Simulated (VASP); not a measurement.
Runs of VASP 6.6.1 on AlN. The structure is that of space group Fm-3m (No. 225), or close to it. The cells are those of the table. 

```csv
level,potentials or basis,cell,k mesh,smearing,gap on the mesh (eV),pressure (GPa)
PBE,"VASP PAW PBE potentials, release 64 (Al, N)","a = 2.877 Å, angles 60.0°, 2 atoms",6 × 6 × 6,fermi-dirac 0.136057 eV,4.42,-0.2
PBE,"VASP PAW PBE potentials, release 64 (Al, N)","a = 2.877 Å, angles 60.0°, 2 atoms",6 × 6 × 6,gaussian 0.0680285 eV,4.42,-0.2
LDA,"VASP PAW LDA potentials, release 64 (Al, N)","a = 2.877 Å, angles 60.0°, 2 atoms",6 × 6 × 6,methfessel-paxton 0.47 eV,4.28,(b)
PBE,"VASP PAW PBE potentials, release 64 (Al, N)","a = 2.924 Å, angles 60.0°, 2 atoms",6 × 6 × 6,gaussian 0.1 eV,3.97,-11.3
PBE,"VASP PAW PBE potentials, release 64 (Al, N)","a = 2.877 Å, angles 60.0°, 2 atoms",2 × 2 × 2,gaussian 0.01 eV,3.80,(a)
```

Alike in all rows: task single point; no spin polarisation; cutoff (eV) 600.

Problem. Estimate the missing entries.

Solution. (a) 6.1; (b) -10.6.

Caveats: all runs use coarse meshes.

A k mesh can miss the band edges.
